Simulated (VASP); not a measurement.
Write the native input for VASP 6.6.1 that does the following.

```
Task                   : single point
Functional             : PBE
Potentials or basis    : VASP PAW PBE potentials, release 64 (Al, N)
Cutoff                 : 520 eV
k mesh                 : 15 × 15 × 15
Occupations            : fermi-dirac, width 0.1 eV
Spin                   : no spin polarisation
Dipole correction      : no
Further INCAR settings : ALGO = Normal; EDIFF = 1e-06; NBANDS = 11
```

The structure of AlN (CsCl type) lies in POSCAR:

```
AlN
1.0
    2.1420861625      0.0000000000      0.0000000000
    0.0000000000      2.1420861625      0.0000000000
    0.0000000000      0.0000000000      2.1420861625
Al N
1 1
Direct
    0.0000000000      0.0000000000      0.0000000000
    0.5000000000      0.5000000000      0.5000000000
```

This cell differs from its parent crystal: volume scaled by 0.55.

These files were run (other wordings do the same):

INCAR

```
PREC     = Accurate       # precision mode
ENCUT    = 520            # plane-wave cutoff, eV
EDIFF    = 1E-6           # SCF threshold, eV
ISMEAR   = -1             # smearing method
SIGMA    = 0.1            # smearing width, eV
LREAL    = False          # projectors in reciprocal space
LASPH    = True           # aspherical terms in the spheres
NELM     = 100            # most SCF steps
ALGO     = Normal         # electronic algorithm
ISIF     = 2              # what is computed and relaxed
LWAVE    = False          # write WAVECAR
LCHARG   = False          # write CHGCAR
GGA      = PE             # functional
NBANDS   = 11             # bands
```

KPOINTS

```
regular mesh
0
Gamma
  15 15 15
```

Potentials or basis: VASP PAW PBE potentials, release 64 (Al, N).

The run is started by

```sh
$ cat potpaw_PBE.64/Al/POTCAR potpaw_PBE.64/N/POTCAR > POTCAR
$ mpirun -np 1 vasp_std > vasp.out
```

It gave:

```yaml
Pressure: 379.0 GPa
Band_gap_on_the_k_mesh: zero (band 4 reaches 21.73 eV, above the bottom of band 5 at 20.81 eV)
```

Run time: 8.3 s on 1 thread of AMD EPYC 7R13 Processor (Zen 3) (shared host), peak memory 0.09 GiB.
